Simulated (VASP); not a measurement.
# Ni (P6_3/mmc) in VASP: further runs

The runs below take Ni through single point, with r2SCAN.

Program: VASP 6.6.1. These are calculated values, not measurements. Logs are shortened: lines on timing, memory, paths and dates and some standing lists are left out, and cuts for length are marked.

## Step 1: The cell of the first run

It takes space group P6_3/mmc (No. 194, hexagonal). Conventional cell: a = 2.512 Å, b = 2.512 Å, c = 4.179 Å, α = 90.00°, β = 90.00°, γ = 120.00°. Within 3.3 Å of Ni (site symmetry -6m2) lie 12 Ni at 2.51 to 2.54 Å.

## Step 2: Single point, r2SCAN, collinear spin, ferromagnetic start

Contents of POSCAR:

```
Ni
1.0
    2.5116361655      0.0000000000      0.0000000000
   -1.2558180828      2.1751407240      0.0000000000
    0.0000000000      0.0000000000      4.1786417881
Ni
2
Direct
    0.3333333333      0.6666666667      0.2500000000
    0.6666666667      0.3333333333      0.7500000000
```

Contents of INCAR.step1:

```
SYSTEM = Ni
PREC = Accurate
ENCUT = 520
ISMEAR = 1
SIGMA = 0.02
LREAL = .False.
LASPH = .True.
NELM = 150
ISPIN = 2
MAGMOM = 1.5 1.5
LMAXMIX = 4
NBANDS = 21
GGA = PE
ALGO = Normal
EDIFF = 1E-4
LWAVE = .True.
LCHARG = .False.
```

Contents of INCAR.step2:

```
SYSTEM = Ni
PREC = Accurate
ENCUT = 520
EDIFF = 1E-7
ISMEAR = 1
SIGMA = 0.02
LREAL = .False.
LASPH = .True.
NELM = 150
ALGO = Normal
ISIF = 2
LWAVE = .False.
LCHARG = .False.
ISPIN = 2
MAGMOM = 1.5 1.5
LORBIT = 11
LMAXMIX = 4
METAGGA = R2SCAN
LMIXTAU = .True.
NBANDS = 21
ISTART = 1
```

Contents of KPOINTS:

```
Automatic mesh
0
Gamma
  13 13 7
  0 0 0
```

Potentials or basis: VASP PAW PBE potentials, release 64 (Ni).

On the command line:

```
$ cat potpaw_PBE.64/Ni/POTCAR > POTCAR
$ cp INCAR.step1 INCAR
$ mpirun -np 1 vasp_std > vasp.out
$ cp INCAR.step2 INCAR
$ mpirun -np 1 vasp_std > vasp.out
```

OUTCAR:

```text
SYSTEM = Ni
   PREC = Accurate
   ENCUT = 520
   EDIFF = 1E-7
   ISMEAR = 1
   LREAL = .False.
   LASPH = .True.
   NELM = 150
   ISIF = 2
   ISPIN = 2
   LORBIT = 11
   METAGGA = R2SCAN
   ISTART = 1

 ion  position               nearest neighbor table
   1  0.333  0.667  0.250-   2 2.54   2 2.54   2 2.54   2 2.54   2 2.54   2 2.54
   2  0.667  0.333  0.750-   1 2.54   1 2.54   1 2.54   1 2.54   1 2.54   1 2.54

  LATTYP: Found a hexagonal cell.
 ALAT       =     2.5116361655
 C/A-ratio  =     1.6637130192

  Lattice vectors:

 A1 = (   2.5116361655,   0.0000000000,   0.0000000000)
 A2 = (  -1.2558180828,   2.1751407240,   0.0000000000)
 A3 = (   0.0000000000,   0.0000000000,   4.1786417881)

Analysis of symmetry for initial positions (statically):
=====================================================================
 Subroutine PRICEL returns:
 Original cell was already a primitive cell.

 Routine SETGRP: Setting up the symmetry group for a
 hexagonal supercell.

 Subroutine GETGRP returns: Found 24 space group operations
 (whereof 12 operations were pure point group operations)
 out of a pool of 24 trial point group operations.

The static configuration has the point symmetry D_3d.
 The point group associated with its full space group is D_6h.

Analysis of symmetry for dynamics (positions and initial velocities):
=====================================================================
 Subroutine PRICEL returns:
 Original cell was already a primitive cell.

 Routine SETGRP: Setting up the symmetry group for a
 hexagonal supercell.

 Subroutine GETGRP returns: Found 24 space group operations
 (whereof 12 operations were pure point group operations)
 out of a pool of 24 trial point group operations.

The dynamic configuration has the point symmetry D_3d.
 The point group associated with its full space group is D_6h.

Analysis of structural, dynamic, and magnetic symmetry:
=====================================================================
 Subroutine PRICEL returns:
 Original cell was already a primitive cell.

 Routine SETGRP: Setting up the symmetry group for a
 hexagonal supercell.

 Subroutine GETGRP returns: Found 24 space group operations
 (whereof 12 operations were pure point group operations)
 out of a pool of 24 trial point group operations.

The overall configuration has the point symmetry D_3d.
 The point group associated with its full space group is D_6h.

 Subroutine INISYM returns: Found 24 space group operations
 (whereof 12 operations are pure point group operations),
 and found     1 'primitive' translations

----------------------------------------------------------------------------------------

                                     Primitive cell

  volume of cell :      22.8286

  direct lattice vectors                    reciprocal lattice vectors
     2.511636166  0.000000000  0.000000000     0.398146839  0.229870185  0.000000000
    -1.255818083  2.175140724  0.000000000     0.000000000  0.459740369  0.000000000
     0.000000000  0.000000000  4.178641788     0.000000000  0.000000000  0.239312210

  length of vectors
     2.511636166  2.511636165  4.178641788     0.459740369  0.459740369  0.239312210

  position of ions in fractional coordinates (direct lattice)
     0.333333333  0.666666667  0.250000000
     0.666666667  0.333333333  0.750000000

  ion indices of the primitive-cell ions
   primitive index   ion index
                 1           1
                 2           2

----------------------------------------------------------------------------------------

 KPOINTS: Automatic mesh

Automatic generation of k-mesh.
 Grid dimensions read from file:
 generate k-points for:   13   13    7

 Generating k-lattice:

  Cartesian coordinates                     Fractional coordinates (reciprocal lattice)
     0.030626680  0.017682322  0.000000000     0.076923077  0.000000000  0.000000000
     0.000000000  0.035364644  0.000000000     0.000000000  0.076923077  0.000000000
     0.000000000  0.000000000  0.034187459     0.000000000  0.000000000  0.142857143

  Length of vectors
     0.035364644  0.035364644  0.034187459

  Shift w.r.t. Gamma in fractional coordinates (k-lattice)
     0.000000000  0.000000000  0.000000000

 Subroutine IBZKPT returns following result:
 ===========================================

 Found     84 irreducible k-points:

 Following reciprocal coordinates:
            Coordinates               Weight
  0.000000  0.000000  0.000000      1.000000
  0.076923  0.000000  0.000000      6.000000
  0.153846  0.000000  0.000000      6.000000
  0.230769  0.000000  0.000000      6.000000
  0.307692  0.000000  0.000000      6.000000
  0.384615  0.000000  0.000000      6.000000
[... 16 lines left out ...]
  0.076923  0.000000  0.142857     12.000000
  0.153846  0.000000  0.142857     12.000000
 [... further k-points ...]
   k-points           NKPTS =     84   k-points in BZ     NKDIM =     84   number of bands    NBANDS=     21
   number of dos      NEDOS =    301   number of ions     NIONS =      2
   total plane-waves  NPLWV =  12800
   dimension x,y,z NGX =    20 NGY =   20 NGZ =   32
   dimension x,y,z NGXF=    40 NGYF=   40 NGZF=   64
   ions per type =               2
   NGX,Y,Z   is equivalent  to a cutoff of  13.24, 13.24, 12.73 a.u.
   NGXF,Y,Z  is equivalent  to a cutoff of  26.48, 26.48, 25.46 a.u.
 SYSTEM =  Ni
   PREC   = accura    normal or accurate (medium, high low for compatibility)
   ISTART =      1    job   : 0-new  1-cont  2-samecut
   ICHARG =      0    charge: 1-file 2-atom 10-const
   ISPIN  =      2    spin polarized calculation?
   LNONCOLLINEAR =      F non collinear calculations
   LSORBIT =      F    spin-orbit coupling
   LASPH  =      T    aspherical Exc in radial PAW
   ENCUT  =  520.0 eV  38.22 Ry    6.18 a.u.   4.67  4.67  7.77*2*pi/ulx,y,z
   NELM   =    150;   NELMIN=  2; NELMDL=  0     # of ELM steps
   EDIFF  = 0.1E-06   stopping-criterion for ELM
   LREAL  =      F    real-space projection
   EDIFFG = 0.1E-05   stopping-criterion for IOM
   NSW    =      0    number of steps for IOM
   IBRION =     -1    ionic relax: 0-MD 1-quasi-New 2-CG
   NFREE  =      0    steps in history (QN), initial steepest desc. (CG)
   ISIF   =      2    stress and relaxation
   ISYM   =      2    0-nonsym 1-usesym 2-fastsym
   POTIM  = 0.5000    time-step for ionic-motion
   TEBEG  =    0.0;   TEEND  =   0.0 temperature during run
   PSTRESS=    0.0 pullay stress
   NELECT =      20.0000    total number of electrons
   NUPDOWN=      -1.0000    fix difference up-down
   EMIN   =  10.00;   EMAX   =-10.00  energy-range for DOS
   EFERMI =   0.00;   METHOD = LEGACY
   ISMEAR =     1;   SIGMA  =   0.02  broadening in eV -4-tet -1-fermi 0-gaus
   EFERMI_NEDOS =   21; number of points for ismear=-14 and -15
   IALGO  =     38    algorithm
   IMIX   =      4    mixing-type and parameters
     AMIX     =   0.40;   BMIX     =  1.00
     AMIX_MAG =   1.60;   BMIX_MAG =  1.00
  volume/ion in A,a.u.               =      11.41        77.03
  Fermi-wavevector in a.u.,A,eV,Ry     =   1.566481  2.960220 33.386822  2.453862
  Thomas-Fermi vector in A             =   2.668803
   LORBIT       =     11    0 simple, 1 ext, 2 COOP (PROOUT), +10 PAW based schemes
   METAGGA = R2SCAN    functional components
   LHFCALC =     F    Hartree Fock is set to
   AEXX    =    0.0000 exact exchange contribution
   IVDW    =     0    specifies the selected vdW correction
   LEPSILON=     F    determine dielectric tensor
   LRPA    =     F    only Hartree local field effects (RPA)
 spin polarized calculation
 Methfessel and Paxton  Order N= 1 SIGMA  =   0.02
  energy-cutoff  :      520.00
  volume of cell :       22.83
 maximum number of plane-waves:       627
 NGX is ok and might be reduce to    20
   NGX =  9   NGY =  9   NGZ = 15

 number of electron      19.9999999 magnetization       1.3532519

 Free energy of the ion-electron system (eV)
  ---------------------------------------------------
  ext. energy  EPLUGINS =         0.00000000
  ---------------------------------------------------
  free energy    TOTEN  =       -23.72065008 eV

  energy without entropy =      -23.72068508  energy(sigma->0) =      -23.72066175

 E-fermi :   8.6442     XC(G=0): -14.0493

 val. band max:        8.6220824190   @ k =   0.3077   0.0769   0.1429
 cond. band min:       8.6502010369   @ k =   0.0769   0.0000   0.2857
 fundamental gap:      0.0281186179
 Fermi energy:         8.6442431915

 spin component 1

 k-point     1 :       0.0000    0.0000    0.0000
  band No.  band energies     occupation
      1      -0.3938      1.00000
      2       3.6230      1.00000
      3       5.7657      1.00000
      4       6.0123      1.00000
      5       6.0125      1.00000
      6       6.2421      1.00000
[... 13 lines left out ...]
     20      34.9618      0.00000
     21      38.6806      0.00000

 k-point     2 :       0.0769    0.0000    0.0000
  band No.  band energies     occupation
      1      -0.1856      1.00000
      2       3.7448      1.00000
      3       5.7230      1.00000
      4       6.0354      1.00000
      5       6.0961      1.00000
      6       6.2009      1.00000
[... 13 lines left out ...]
     20      37.1539      0.00000
     21      37.8566      0.00000

 k-point     3 :       0.1538    0.0000    0.0000
  band No.  band energies     occupation
      1       0.4236      1.00000
      2       4.0599      1.00000
      3       5.5772      1.00000
      4       6.0293      1.00000
      5       6.0647      1.00000
      6       6.2328      1.00000
[... 13 lines left out ...]
     20      37.2750      0.00000
     21      37.7743      0.00000
[... 457 lines left out ...]
 k-point    23 :       0.0769    0.0000    0.1429
  band No.  band energies     occupation
      1       0.0069      1.00000
      2       3.6775      1.00000
      3       5.7091      1.00000
      4       5.9787      1.00000
      5       6.0724      1.00000
      6       6.1336      1.00000
[... 13 lines left out ...]
     20      37.1218      0.00000
     21      38.4384      0.00000

 k-point    24 :       0.1538    0.0000    0.1429
  band No.  band energies     occupation
      1       0.6092      1.00000
      2       4.0234      1.00000
      3       5.5957      1.00000
      4       5.7989      1.00000
      5       5.9751      1.00000
      6       6.2698      1.00000
[... 13 lines left out ...]
     20      36.5657      0.00000
     21      37.5633      0.00000

 [... further k-points ...]

 spin component 2

 k-point     1 :       0.0000    0.0000    0.0000
  band No.  band energies     occupation
      1      -0.6533      1.00000
      2       4.3723      1.00000
      3       7.1164      1.00000
      4       7.1165      1.00000
      5       7.3000      1.00000
      6       7.3763      1.00000
[... 13 lines left out ...]
     20      35.1576      0.00000
     21      38.9854      0.00000

 k-point     2 :       0.0769    0.0000    0.0000
  band No.  band energies     occupation
      1      -0.4431      1.00000
      2       4.5159      1.00000
      3       6.9681      1.00000
      4       7.1942      1.00000
      5       7.2071      1.00000
      6       7.3165      1.00000
[... 13 lines left out ...]
     20      37.3665      0.00000
     21      38.0592      0.00000

 k-point     3 :       0.1538    0.0000    0.0000
  band No.  band energies     occupation
      1       0.1747      1.00000
      2       4.8944      1.00000
      3       6.4349      1.00000
      4       6.7092      1.00000
      5       7.1718      1.00000
      6       7.3583      1.00000
[... 13 lines left out ...]
     20      37.4117      0.00000
     21      38.0032      0.00000
[... 457 lines left out ...]
 k-point    23 :       0.0769    0.0000    0.1429
  band No.  band energies     occupation
      1      -0.2496      1.00000
      2       4.2875      1.00000
      3       6.9359      1.00000
      4       6.9634      1.00000
      5       7.1385      1.00000
      6       7.2635      1.00000
[... 13 lines left out ...]
     20      37.3304      0.00000
     21      38.5842      0.00000

 k-point    24 :       0.1538    0.0000    0.1429
  band No.  band energies     occupation
      1       0.3618      1.00000
      2       4.6883      1.00000
      3       6.3202      1.00000
      4       6.7175      1.00000
      5       7.1411      1.00000
      6       7.2721      1.00000
[... 13 lines left out ...]
     20      36.7451      0.00000
     21      37.7568      0.00000

 [... further k-points ...]

------------------------ aborting loop because EDIFF is reached ----------------------------------------

  FORCE on cell =-STRESS in cart. coord.  units (eV):
  Direction    XX          YY          ZZ          XY          YZ          ZX
  --------------------------------------------------------------------------------------
  -------------------------------------------------------------------------------------
  Total       -2.1510254     -2.1510254     -1.7111514      0.0000000      0.0000000      0.0000000
  in kB     -150.9652184   -150.9652183   -120.0935792      0.0000000      0.0000000      0.0000000
  external PRESSURE =    -140.6746720 kB  Pullay stress =       0.0000000 kB

 VOLUME and BASIS-vectors are now :
 -----------------------------------------------------------------------------
  energy-cutoff  :      520.00
  volume of cell :       22.83
      direct lattice vectors                 reciprocal lattice vectors
     2.511636166  0.000000000  0.000000000     0.398146839  0.229870185  0.000000000
    -1.255818083  2.175140724  0.000000000     0.000000000  0.459740369  0.000000000
     0.000000000  0.000000000  4.178641788     0.000000000  0.000000000  0.239312210

 POSITION                                       TOTAL-FORCE (eV/Angst)
 -----------------------------------------------------------------------------------
     -0.00000      1.45009      1.04466         0.000000     -0.000000      0.000000
      1.25582      0.72505      3.13398        -0.000000      0.000000      0.000000
 -----------------------------------------------------------------------------------
    total drift:                               -0.000000      0.000000     -0.000000

  FREE ENERGIE OF THE ION-ELECTRON SYSTEM (eV)
  ---------------------------------------------------
  free  energy   TOTEN  =       -23.7206500776 eV

  energy  without entropy=      -23.7206850827  energy(sigma->0) =      -23.72066175

 total charge

# of ion       s       p       d       tot
------------------------------------------
    1        0.490   0.471   8.305   9.266
    2        0.490   0.471   8.305   9.266
--------------------------------------------------
tot          0.980   0.942  16.610  18.533

 magnetization (x)

# of ion       s       p       d       tot
------------------------------------------
    1       -0.010  -0.043   0.760   0.707
    2       -0.010  -0.043   0.760   0.707
--------------------------------------------------
tot         -0.020  -0.085   1.520   1.415
```

Run time: 3 min. Hardware: 1 thread of Intel Xeon 6975P-C (Granite Rapids), shared host; peak memory 0.18 GiB.

What came out:

- Free energy: -23.7207 eV
- Pressure: -14.1 GPa
- Net moment: 1.35 μB per cell
- Site moments: Ni +0.71 μB
- Valence electrons inside the program's atomic spheres: Ni 9.27

Caveat: the PAW data sets were made with another functional, which shifts forces and pressure a little.

(Continued in part 2 of 2.)
